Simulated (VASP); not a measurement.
The system is SnO2.

```
Sn O
1.0
     0.00000    3.57441    3.57441
     3.57441    0.00000    3.57441
     3.57441    3.57441    0.00000
Sn O
2 4
Direct
  0.75000 0.75000 0.75000
  0.25000 0.25000 0.25000
  0.40480 0.40480 0.40480
  0.40480 0.40480 0.78560
  0.40480 0.78560 0.40480
  0.78560 0.40480 0.40480
```

- Program: VASP 6.6.1
- Task: relaxation of cell and atoms
- Functional: PBE
- Potentials or basis: VASP PAW PBE potentials, release 64 (Sn_d, O)
- Cutoff: 600 eV
- k mesh: 4 × 4 × 4
- Occupations: gaussian, width 0.1 eV
- Spin: no spin polarisation

At the start: pressure 25.4 GPa; volume 15.22 Å³/atom.

Q: How do energy, volume and symmetry change on relaxing?

A: Over 9 steps the energy falls by 440.6 meV/atom and the volume is 20.29 Å³/atom (+33.3 %); space group F-43m (No. 216, to 0.05 Å).

Step by step:
| step | energy change (eV) | largest force (eV/Å) | pressure (GPa) | volume (Å³) |
| --- | --- | --- | --- | --- |
| 1 | 0.0000 | 4.1336 | 25.37 | 91.34 |
| 2 | -2.5206 | 1.1153 | 0.53 | 127.05 |
| 3 | -2.5981 | 0.6752 | 2.83 | 118.04 |
| 4 | -2.5992 | 0.7849 | 2.30 | 119.83 |
| 5 | -2.5950 | 0.5887 | -2.67 | 125.75 |
| 6 | -2.6419 | 0.0702 | -0.29 | 122.64 |
| 7 | -2.6419 | 0.0835 | -0.23 | 122.58 |
| 8 | -2.6433 | 0.0470 | -0.08 | 122.04 |
| 9 | -2.6436 | 0.0264 | 0.00 | 121.73 |

Final structure:
```xyz
6
Lattice="0.0000 3.9336 3.9336 3.9336 0.0000 3.9336 3.9336 3.9336 0.0000" Properties=species:S:1:pos:R:3 pbc="T T T"
Sn    5.9004    5.9004    5.9004
Sn    1.9668    1.9668    1.9668
O     3.0903    3.0903    3.0903
O     4.7769    4.7769    3.0903
O     4.7769    3.0903    4.7769
O     3.0903    4.7769    4.7769
```

Caveat: the k points lie up to 0.35 Å⁻¹ apart in the final cell; the volume moved by over 15 % at a fixed basis, so the end points are rough.
